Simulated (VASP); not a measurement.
# MoIr4: single point with PBE

Crystal: MoIr4.

```xyz
5
Lattice="4.4088 0.0000 0.0000 0.0000 4.4088 0.0000 0.0000 0.0000 4.4088" Properties=species:S:1:pos:R:3 pbc="T T T"
Mo    2.2044    2.2044    2.2044
Ir    0.0000    0.0000    0.0000
Ir    2.2044    0.0000    0.0000
Ir    0.0000    2.2044    0.0000
Ir    0.0000    0.0000    2.2044
```

The cell was generated, and may not be a known phase.

- Program: VASP 6.6.1
- Task: single point
- Functional: PBE
- Potentials or basis: VASP PAW PBE potentials, release 64 (Mo_sv, Ir)
- Cutoff: 520 eV
- k mesh: 4 × 4 × 4
- Occupations: gaussian, width 0.1 eV
- Spin: no spin polarisation
- Dipole correction: no
- Further INCAR settings: ALGO = Fast; EDIFF = 1e-07; NBANDS = 33

The pressure is 43.7 GPa and the band gap on the k mesh is zero (bands 25 and 26 overlap by 1.14 eV).

Levels at points of the mesh, in eV from the Fermi level:
```
           k point  band 21  band 22  band 23  band 24  band 25  band 26  band 27  band 28  band 29  band 30
(0.00, 0.00, 0.00)     0.23     0.23     0.51     0.51     0.51     1.13     1.13     1.13     1.94     1.94
(0.50, 0.00, 0.00)    -1.32    -0.82    -0.69    -0.69    -0.03     0.39     0.75     0.75     1.19     1.42
(0.50, 0.50, 0.00)    -1.92    -1.62    -1.59    -1.33    -0.63    -0.63    -0.06     0.11     0.11     0.85
(0.50, 0.50, 0.50)    -2.05    -2.05    -0.66    -0.66    -0.66    -0.24    -0.24    -0.24     0.99     0.99
```

Run time: 32 s on 1 thread of Intel(R) Xeon(R) Platinum 8559C (Emerald Rapids), on a shared host, peak memory 0.21 GiB.

Caveat: the cell stands under pressure; spin-orbit coupling is left out, which moves the levels of the heavy elements.
